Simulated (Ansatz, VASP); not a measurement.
# Two plane-wave programs on Ir

File INCAR:

```
PREC = Accurate ; ENCUT = 520
EDIFF = 1E-6 ; ISMEAR = 0
SIGMA = 0.15 ; LREAL = F
LASPH = T ; NELM = 60
ALGO = Fast ; ISIF = 2
LWAVE = F ; LCHARG = F
GGA = PE ; NBANDS = 10
```

Contents of KPOINTS:

```
Automatic mesh
0
Gamma
  22 22 22
```

File POSCAR:

```
Ir
1.0
    0.0000000000      2.2434052738      1.4860316534
    2.2434052738      0.0000000000      1.4860316534
    2.2434052738      2.2434052738      0.0000000000
Ir
1
Direct
    0.0000000000      0.0000000000      0.0000000000
```

Input for Ansatz:

```yaml
crystal:
  lattice:
    - [0.0, 2.2434052738, 1.4860316534]
    - [2.2434052738, 0.0, 1.4860316534]
    - [2.2434052738, 2.2434052738, 0.0]
  atoms:
    - { symbol: Ir, position: [0.0, 0.0, 0.0] }
basis:
  ecutwfc: 420
kpoints:
  mp_grid: { grid: [22, 22, 22] }
hamiltonian:
  xc: pbe
  pseudopotentials: { kind: paw, azcp: { folder: soft_1 } }
scf:
  occupations: { method: gaussian, width: 0.15 }
output:
  forces: true
  stress: true
  eigenvalues: true
```

Alike in both runs: task single point; functional PBE; k mesh 22 × 22 × 22; occupations gaussian, width 0.15 eV; no spin polarisation.

|  | VASP | Ansatz |
| --- | --- | --- |
| version | VASP 6.6.1 | Ansatz 0.2.0 |
| potentials or method | VASP PAW PBE potentials, release 64 (Ir), cutoff 520 eV | scalar-relativistic, plane waves, PAW |
| valence electrons in the cell | 9 | 17 |

VASP gave:

```
gap on the k mesh at the Fermi level (eV)                     : none
pressure (GPa)                                                : 1.1
traceless stress, the component that is largest in VASP (GPa) : -19.05
```

Question: What did Ansatz give for the same quantities?

Answer: gap on the k mesh at the Fermi level (eV): none; pressure (GPa): 0.5; traceless stress, the component that is largest in VASP (GPa): -19.36.

A gap of «none» marks a metal or a gap that the smearing closes. With one functional, cell and mesh, what is left measures potentials, basis and numerics. VASP's potentials hold 9 valence electrons a cell and Ansatz's 17, so a difference there can come from the potentials and not from the codes.

Spin-orbit coupling is off throughout.
